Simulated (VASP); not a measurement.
**P: single point with PBEsol+D3(BJ)**

Crystal: P.

```
P
1.0
     2.40288    0.00000    0.00000
     0.00000    2.40288    0.00000
     0.00000    0.00000    2.40293
P
1
Direct
  0.00000 0.00000 0.00000
```

This isn't the form of P at room conditions, which is orthorhombic.

* Program: VASP 6.6.1
* Task: single point
* Functional: PBEsol
* Dispersion: D3(BJ)
* Potentials or basis: VASP PAW PBE potentials, release 64 (P)
* Cutoff: 520 eV
* k mesh: 18 × 18 × 18
* Occupations: gaussian, width 0.1 eV
* Spin: no spin polarisation
* Dipole correction: no
* Further INCAR settings: ALGO = Normal; EDIFF = 1e-07; NBANDS = 8

```
Pressure                   : -1.9 GPa
Band gap on the k mesh     : zero (an odd number of electrons rules out a gap without spin polarisation)
Dispersion energy per atom : -0.408 eV
```

Levels at points of the mesh, in eV from the Fermi level:
```csv
k point,band 1,band 2,band 3,band 4,band 5,band 6,band 7
"(0.00, 0.00, 0.00)",-16.93,5.36,5.36,5.36,6.85,6.85,14.74
"(0.50, 0.00, 0.00)",-12.33,-9.06,8.40,8.40,9.56,14.65,14.65
"(0.50, 0.50, 0.00)",-7.32,-5.44,-5.44,0.66,11.22,17.34,17.34
"(0.00, 0.00, 0.50)",-12.33,-9.06,8.40,8.40,9.56,14.65,14.65
"(0.50, 0.00, 0.50)",-7.32,-5.44,-5.44,0.66,11.22,17.34,17.34
"(0.50, 0.50, 0.50)",-2.14,-2.14,-2.14,-0.98,4.55,4.55,4.55
```

It took 43 s on 1 thread of Intel(R) Xeon(R) Platinum 8175M CPU @ 2.50GHz (Skylake/Cascade Lake), with other jobs on the host, peak memory 0.16 GiB.

Caveat: the PAW data sets were made with another functional, which shifts forces and pressure a little.
